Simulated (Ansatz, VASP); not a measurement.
# Two plane-wave programs on Si5PdW

File INCAR:

```
PREC = Accurate
ENCUT = 520
EDIFF = 1E-7
ISMEAR = 0
SIGMA = 0.2
LREAL = False
LASPH = True
NELM = 100
ALGO = Normal
ISIF = 2
LWAVE = False
LCHARG = False
GGA = PE
NBANDS = 31
```

Contents of KPOINTS:

```
Automatic mesh
0
Gamma
  6 6 4
```

File POSCAR:

```
Si5PdW
1.0
    3.8096299708      0.0000000000      0.0000000000
    0.0000000000      3.8096299708      0.0000000000
    0.0000000000      0.0000000000      7.2399695721
Si Pd W
5 1 1
Direct
    0.5000000000      0.0000000000      0.7638060459
    0.5000000000      0.0000000000      0.2361939541
    0.0000000000      0.5000000000      0.7638060459
    0.0000000000      0.5000000000      0.2361939541
    0.0000000000      0.0000000000      0.5000000000
    0.0000000000      0.0000000000      0.0000000000
    0.5000000000      0.5000000000      0.5000000000
```

Input for Ansatz:

```yaml
crystal:
  lattice:
    - [3.8096299708, 0.0, 0.0]
    - [0.0, 3.8096299708, 0.0]
    - [0.0, 0.0, 7.2399695721]
  atoms:
    - { symbol: Si, position: [0.5, 0.0, 0.7638060459] }
    - { symbol: Si, position: [0.5, 0.0, 0.2361939541] }
    - { symbol: Si, position: [0.0, 0.5, 0.7638060459] }
    - { symbol: Si, position: [0.0, 0.5, 0.2361939541] }
    - { symbol: Si, position: [0.0, 0.0, 0.5] }
    - { symbol: Pd, position: [0.0, 0.0, 0.0] }
    - { symbol: W, position: [0.5, 0.5, 0.5] }
basis:
  ecutwfc: 420
kpoints:
  mp_grid: { grid: [6, 6, 4] }
hamiltonian:
  xc: pbe
scf:
  occupations: { method: gaussian, width: 0.2 }
  lower_state_search: "off"
output:
  forces: true
  stress: true
  eigenvalues: true
```

Alike in both runs: task single point; functional PBE; k mesh 6 × 6 × 4; occupations gaussian, width 0.2 eV; no spin polarisation.

|  | VASP | Ansatz |
| --- | --- | --- |
| version | VASP 6.6.1 | Ansatz 0.2.0 |
| potentials or method | VASP PAW PBE potentials, release 64 (Si, Pd, W_sv), cutoff 520 eV | scalar-relativistic, plane waves, PAW |
| valence electrons in the cell | 44 | 52 |

|  | VASP | Ansatz | Ansatz less VASP |
| --- | --- | --- | --- |
| gap on the k mesh at the Fermi level (eV) | none | none | - |
| pressure (GPa) | 0.5 | 0.5 | -0.01 |
| traceless stress, the component that is largest in VASP (GPa) | 0.18 | 0.15 | -0.028 |

A gap of «none» marks a metal or a gap that the smearing closes. VASP's potentials hold 44 valence electrons a cell and Ansatz's 52, so a difference there can come from the potentials and not from the codes.

Spin-orbit coupling is off throughout.
